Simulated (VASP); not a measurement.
A run of VASP 6.6.1 is set up as follows.

INCAR

```
PREC = Accurate ; ENCUT = 520
EDIFF = 1E-6 ; ISMEAR = 0
SIGMA = 0.1 ; LREAL = False
LASPH = True ; NELM = 80
ALGO = Normal ; ISIF = 2
LWAVE = False ; LCHARG = False
GGA = PE ; NBANDS = 46
```

The input KPOINTS:

```
Automatic mesh
0
Gamma
  10 10 4
```

File POSCAR:

```
NbP
1.0
    3.3805173126      0.0000000000      0.0000000000
    0.0000000000      3.3332725988      0.0000000000
    0.0000000000      0.0000000000     11.4052167181
Nb P
4 4
Direct
    0.5000000000      0.5000000000      0.0003404740
    0.0000000000      0.5000000000      0.7499014303
    0.0000000000      0.0000000000      0.5003404740
    0.5000000000      0.0000000000      0.2499014303
    0.0000000000      0.0000000000      0.0827452920
    0.5000000000      0.0000000000      0.8322699538
    0.5000000000      0.5000000000      0.5827452920
    0.0000000000      0.5000000000      0.3322699538
```

Potentials or basis: VASP PAW PBE potentials, release 64 (Nb_sv, P).

The run is started by

```console
$ cat potpaw_PBE.64/Nb_sv/POTCAR potpaw_PBE.64/P/POTCAR > POTCAR
$ mpirun -np 1 vasp_std > vasp.out
```

Problem. Estimate the band gap on the k mesh.

Solution. Zero (band 36 reaches 10.71 eV, above the bottom of band 37 at 10.57 eV).

Problem. What does it give for the pressure?

Solution. -1.2 GPa.

Stress tensor (GPa, compression positive):
```
-2.74  0.00  0.00
 0.00 -0.40  0.00
 0.00  0.00 -0.36
```

Caveat: the cell differs from its parent crystal (uniaxial strain along a: +1.0 %, then relaxed in part).
